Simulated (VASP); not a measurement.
A run of VASP 6.6.1 is set up as follows.

The input POSCAR:

```
As
1.0
    2.7036817444      0.0000000000      0.0000000000
    0.0000000000      2.7036817444      0.0000000000
    0.0000000000      0.0000000000      2.7036817444
As
1
Direct
    0.5000000000      0.5000000000      0.5000000000
```

Contents of INCAR.step1:

```
ALGO     = Normal         # electronic algorithm
EDIFF    = 1E-5           # SCF threshold, eV
ENCUT    = 520            # plane-wave cutoff, eV
GGA      = PE             # functional
ISIF     = 2              # what is computed and relaxed
ISMEAR   = -1             # smearing method
LASPH    = True           # aspherical terms in the spheres
LCHARG   = False          # write CHGCAR
LREAL    = False          # projectors in reciprocal space
LWAVE    = True           # write WAVECAR
NBANDS   = 8              # bands
NELM     = 60             # most SCF steps
PREC     = Accurate       # precision mode
SIGMA    = 0.05           # smearing width, eV
```

File INCAR.step2:

```
ALGO     = Normal         # electronic algorithm
EDIFF    = 1E-6           # SCF threshold, eV
ENCUT    = 520            # plane-wave cutoff, eV
GGA      = PE             # functional
HFSCREEN = 0.2079         # screening, 1/A
ISIF     = 2              # what is computed and relaxed
ISMEAR   = -1             # smearing method
ISTART   = 1            
LASPH    = True           # aspherical terms in the spheres
LCHARG   = False          # write CHGCAR
LHFCALC  = True           # exact exchange
LREAL    = False          # projectors in reciprocal space
LWAVE    = False          # write WAVECAR
NBANDS   = 8              # bands
NELM     = 60             # most SCF steps
PREC     = Accurate       # precision mode
PRECFOCK = Normal       
SIGMA    = 0.05           # smearing width, eV
```

File KPOINTS:

```
k-points
0
Gamma
  6 6 6
```

Potentials or basis: VASP PAW PBE potentials, release 64 (As).

The run is started by

```sh
$ cat potpaw_PBE.64/As/POTCAR > POTCAR
$ cp INCAR.step1 INCAR
$ mpirun -np 1 vasp_std > vasp.out
$ cp INCAR.step2 INCAR
$ mpirun -np 1 vasp_std > vasp.out
```

Problem. Predict the pressure.

Solution. -1.6 GPa.

Caveat: the k points lie up to 0.39 Å⁻¹ apart; the PAW data sets were made with another functional, which shifts forces and pressure a little.
